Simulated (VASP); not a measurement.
Cu, 2 atoms in the cell. Symmetry: Cmcm, No. 63, orthorhombic system. The conventional cell has a = 2.381 Å, b = 7.920 Å, c = 2.468 Å, α = 90.00°, β = 90.00°, γ = 90.00°. Cu (site symmetry m2m) has 10 Cu at 2.38 to 2.51 Å within 3.1 Å. 

| Item | Value |
| --- | --- |
| Program | VASP 6.6.1 |
| Task | single point |
| Functional | PBEsol |
| Potentials or basis | VASP PAW PBE potentials, release 64 (Cu) |
| Cutoff | 600 eV |
| k mesh | 26 × 26 × 24 |
| Occupations | gaussian, width 0.15 eV |
| Spin | no spin polarisation |
| Dipole correction | no |
| Further INCAR settings | ALGO = Normal; EDIFF = 1e-06; NBANDS = 18 |

Potentials or basis: VASP PAW PBE potentials, release 64 (Cu).

Command:

```bash
$ cat potpaw_PBE.64/Cu/POTCAR > POTCAR
$ mpirun -np 1 vasp_std > vasp.out
```

Hardware: 1 thread of Intel(R) Xeon(R) 6975P-C (Granite Rapids), with other jobs on the host.

Task: Estimate the wall time of this run.

Result: Run time: 13 min on 1 thread of Intel(R) Xeon(R) 6975P-C (Granite Rapids), on a shared host, peak memory 1 GiB. Counts: scf iterations 12, k points 2379.
